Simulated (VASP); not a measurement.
A run of VASP 6.6.1 is set up as follows.

The input INCAR:

```
ALGO = Normal ; EDIFF = 1E-7
ENCUT = 520 ; GGA = PE
ISIF = 2 ; ISMEAR = -1
ISPIN = 2 ; LASPH = T
LCHARG = T ; LELF = T
LMAXMIX = 4 ; LORBIT = 11
LREAL = F ; LVHAR = T
LWAVE = F ; MAGMOM = 1.14
NBANDS = 14 ; NELM = 150
NUPDOWN = 1.14 ; PREC = Accurate
SIGMA = 0.1
```

File KPOINTS:

```
k-points
0
Gamma
  12 12 12
```

File POSCAR:

```
Fe
1.0
    0.0000000000      1.7845000000      1.7845000000
    1.7845000000      0.0000000000      1.7845000000
    1.7845000000      1.7845000000      0.0000000000
Fe
1
Direct
    0.0000000000      0.0000000000      0.0000000000
```

Potentials or basis: VASP PAW PBE potentials, release 64 (Fe).

The run is started by

```sh
$ cat potpaw_PBE.64/Fe/POTCAR > POTCAR
$ mpirun -np 1 vasp_std > vasp.out
```

(1) What does it give for the pressure?

## Answers

(1) -14.9 GPa.

Caveat: the total moment is fixed, so each spin has its own Fermi level.
